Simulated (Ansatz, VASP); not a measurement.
# One calculation of TiO2, two programs

INCAR

```
ALGO = Normal
EDIFF = 1E-7
EDIFFG = -0.005
ENCUT = 600
GGA = PE
IBRION = 2
ISIF = 3
ISMEAR = 0
LASPH = T
LCHARG = F
LREAL = F
LWAVE = F
NELM = 100
NSW = 100
PREC = Accurate
SIGMA = 0.02
```

Contents of KPOINTS:

```
k-points
0
Gamma
  6 6 10
```

The input POSCAR:

```
TiO2
1.0
    4.5940000000      0.0000000000      0.0000000000
    0.0000000000      4.5940000000      0.0000000000
    0.0000000000      0.0000000000      2.9590000000
Ti O
2 4
Direct
    0.0000000000      0.0000000000      0.0000000000
    0.5000000000      0.5000000000      0.5000000000
    0.3060000000      0.3060000000      0.0000000000
    0.1940000000      0.8060000000      0.5000000000
    0.6940000000      0.6940000000      0.0000000000
    0.8060000000      0.1940000000      0.5000000000
```

Input for Ansatz:

```yaml
crystal:
  lattice:
    - [4.594, 0.0, 0.0]
    - [0.0, 4.594, 0.0]
    - [0.0, 0.0, 2.959]
  atoms:
    - { symbol: Ti, position: [0.0, 0.0, 0.0] }
    - { symbol: Ti, position: [0.5, 0.5, 0.5] }
    - { symbol: O, position: [0.306, 0.306, 0.0] }
    - { symbol: O, position: [0.194, 0.806, 0.5] }
    - { symbol: O, position: [0.694, 0.694, 0.0] }
    - { symbol: O, position: [0.806, 0.194, 0.5] }
basis:
  ecutwfc: 520.0
kpoints:
  mp_grid: { grid: [6, 6, 10] }
hamiltonian:
  xc: pbe
  pseudopotentials: { kind: paw, azcp: { folder: soft_1 } }
scf:
  occupations: { method: gaussian, width: 0.02 }
output:
  forces: true
  stress: true
  eigenvalues: true
relax:
  adjacent_minimum: "off"
  f_tol: 0.005
  max_steps: 80
  cell: { stress_tol: 0.05 }
```

Alike in both runs: task relaxation of cell and atoms; functional PBE; k mesh 6 × 6 × 10; occupations gaussian, width 0.02 eV; no spin polarisation.

|  | VASP | Ansatz |
| --- | --- | --- |
| version | VASP 6.6.1 | Ansatz 0.2.0 |
| potentials or method | VASP PAW PBE potentials, release 64 (Ti_sv, O), cutoff 600 eV | scalar-relativistic, plane waves, PAW |
| valence electrons in the cell | 48 | 48 |

|  | VASP | Ansatz | Ansatz less VASP |
| --- | --- | --- | --- |
| gap on the k mesh at the Fermi level, each at its own relaxed structure (eV) | 1.82 | 1.86 | +0.038 |
| relaxed volume (Å³/atom) | 10.67 | 10.65 | -0.018 |
| relaxed cell length with the largest relative difference (Å) | 2.967 | 2.964 | -0.0030 |
